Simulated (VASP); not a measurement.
Sb, 1 atom in the cell. The structure is cubic, space group Pm-3m (No. 221). Conventional cell: a = 3.160 Å, b = 3.160 Å, c = 3.160 Å, α = 90.00°, β = 90.00°, γ = 90.00°. Within 4.2 Å of Sb (site symmetry m-3m) lie 6 Sb at 3.16 Å. 

| Property | Result |
| --- | --- |
| Program | VASP 6.6.1 |
| Task | single point |
| Functional | PBE |
| Potentials or basis | VASP PAW PBE potentials, release 64 (Sb) |
| Cutoff | 500 eV |
| k mesh | 12 × 12 × 12 |
| Occupations | gaussian, width 0.05 eV |
| Spin | no spin polarisation |
| Dipole correction | no |
| Further INCAR settings | ALGO = Normal; EDIFF = 1e-06; NBANDS = 8 |

Potentials or basis: VASP PAW PBE potentials, release 64 (Sb).

Launch:

```sh
$ cat potpaw_PBE.64/Sb/POTCAR > POTCAR
$ mpirun -np 1 vasp_std > vasp.out
```

Hardware: 1 thread of Intel Xeon 6975P-C (shared host).

**Question.** Estimate the wall time of this run.

**Answer.** It took 7.5 s on 1 thread of Intel Xeon 6975P-C (shared host), peak memory 0.15 GiB. Counts: scf iterations 10, k points 84.
